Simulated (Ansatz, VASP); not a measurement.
**Two plane-wave programs on HfSiO4**

```xyz
12
Lattice="-3.2862 3.2862 2.9816 3.2862 -3.2862 2.9816 3.2862 3.2862 -2.9816" Properties=species:S:1:pos:R:3 pbc="T T T"
Hf    0.0000    3.2862    1.4908
Hf    0.0000    0.0000    0.0000
Si    3.2862    0.0000    1.4908
Si    0.0000    0.0000    2.9816
O     3.2862    2.0736   -1.0746
O     4.4989    0.0000    0.4162
O     0.0000    1.2126    1.9070
O     2.0736    0.0000    0.4162
O     3.2862    1.2126    2.5654
O     1.2126    0.0000    4.0562
O     3.2863   -1.2126    2.5654
O     2.0736    3.2862    1.0746
```

Alike in both runs: task relaxation of the atoms; functional PBE; k mesh 5 × 5 × 5; occupations fermi-dirac, width 0.02 eV; no spin polarisation.

|  | VASP | Ansatz |
| --- | --- | --- |
| version | VASP 6.6.1 | Ansatz 0.2.0 |
| potentials or method | VASP PAW PBE potentials, release 64 (Hf_pv, Si, O) | plane-wave PAW, scalar-relativistic |
| plane-wave cutoff (eV) | 520 | 420 |
| valence electrons in the cell | 76 | 108 |

```tsv
	VASP	Ansatz	Ansatz less VASP
gap on the k mesh at the Fermi level, each at its own relaxed structure (eV)	5.44	5.48	+0.040
```

VASP's potentials hold 76 valence electrons a cell and Ansatz's 108, so a difference there can come from the potentials and not from the codes. Ansatz's warnings: stress scf threshold loose.

Neither program's run includes spin-orbit coupling.
